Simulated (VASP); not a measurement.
## C: relaxation of cell and atoms with PBE

The system is C.

```
CELL_PARAMETERS angstrom
-1.72228 1.72228 4.31004
1.72228 -1.72228 4.31004
1.72228 1.72228 -4.31004
ATOMIC_POSITIONS crystal
C 0.50000 0.19930 0.69930
C 0.80070 0.50000 0.30070
C 0.19930 0.50000 0.69930
C 0.50000 0.80070 0.30070
```

- Program: VASP 6.6.1
- Task: relaxation of cell and atoms
- Functional: PBE
- Potentials or basis: VASP PAW PBE potentials, release 64 (C)
- Cutoff: 600 eV
- k mesh: 18 × 18 × 18
- Occupations: gaussian, width 0.1 eV
- Spin: no spin polarisation
- Dipole correction: no
- Further INCAR settings: ALGO = Normal; EDIFF = 1e-06; IBRION = 2; EDIFFG = -0.01; NSW = 100; ISIF = 3

The relaxed volume is 11.88 Å³/atom, the relaxed cell is a = 4.688 Å, b = 4.688 Å, c = 4.688 Å, α = 136.89°, β = 136.89°, γ = 62.61° and the space group after relaxing (to 0.05 Å) is I4/mmm (No. 139). The energy gained by relaxing is 0.5 meV/atom, the ionic steps are 19 and the pressure after relaxing is 0.0 GPa. The largest force after relaxing is 0.007 eV/Å. The band gap on the k mesh is zero (band 8 reaches 3.97 eV, above the bottom of band 9 at -0.28 eV).

Forces in eV/Å, atoms in the order of the input:
```
C    0.007  0.000  0.000
C    0.000 -0.007  0.000
C    0.000  0.007  0.000
C   -0.007  0.000  0.000
```

Stress tensor (GPa, compression positive):
```
-0.06  0.00  0.00
 0.00 -0.06  0.00
 0.00  0.00  0.05
```

The path:
```tsv
step	energy change (eV)	largest force (eV/Å)	pressure (GPa)	volume (Å³)
1	0.0000	0.0318	-0.06	51.14
2	0.0004	0.1788	-0.08	51.11
3	0.0000	0.0062	-0.06	51.13
4	-0.0001	0.0072	-0.06	51.10
5	-0.0002	0.0095	-0.05	50.99
6	-0.0004	0.0145	-0.03	50.76
7	-0.0008	0.0251	0.03	50.32
8	-0.0015	0.0457	0.17	49.44
9	-0.0019	0.0872	0.43	47.68
10	-0.0019	0.0828	0.44	47.66
11	-0.0019	0.0713	0.43	47.63
12	-0.0020	0.0482	0.39	47.55
13	-0.0020	0.0012	0.28	47.40
14	-0.0020	0.0025	0.29	47.39
15	-0.0020	0.0001	0.28	47.39
16	-0.0020	0.0019	0.26	47.41
17	-0.0021	0.0078	0.17	47.44
18	-0.0021	0.0198	-0.01	47.51
19	-0.0021	0.0074	-0.02	47.52
```

Final structure:
```yaml
crystal:
  lattice:
    - [-1.72220, 1.72220, 4.00535]
    - [1.72220, -1.72220, 4.00535]
    - [1.72220, 1.72220, -4.00535]
  atoms:
    - { symbol: C, position: [0.50000, 0.19921, 0.69921] }
    - { symbol: C, position: [0.80079, 0.50000, 0.30079] }
    - { symbol: C, position: [0.19921, 0.50000, 0.69921] }
    - { symbol: C, position: [0.50000, 0.80079, 0.30079] }
```

Levels at points of the mesh, in eV from the Fermi level:
| k point | band 4 | band 5 | band 6 | band 7 | band 8 | band 9 | band 10 | band 11 | band 12 |
| --- | --- | --- | --- | --- | --- | --- | --- | --- | --- |
| (0.00, 0.00, 0.00) | -9.12 | -9.12 | -6.61 | -2.62 | 1.59 | 3.74 | 3.74 | 3.85 | 6.81 |
| (0.50, 0.00, 0.00) | -7.65 | -5.80 | -5.37 | -4.91 | -2.69 | 4.22 | 5.63 | 6.19 | 7.62 |
| (0.50, 0.50, 0.00) | -8.55 | -3.38 | -3.38 | -2.80 | -2.58 | -2.05 | 7.95 | 8.30 | 8.76 |
| (0.50, 0.50, 0.50) | -9.15 | -9.15 | -7.27 | -2.61 | 1.97 | 4.10 | 4.10 | 6.87 | 6.87 |

It took 37 min on 1 thread of Intel(R) Xeon(R) Platinum 8488C (Sapphire Rapids), on a shared host, peak memory 0.44 GiB.
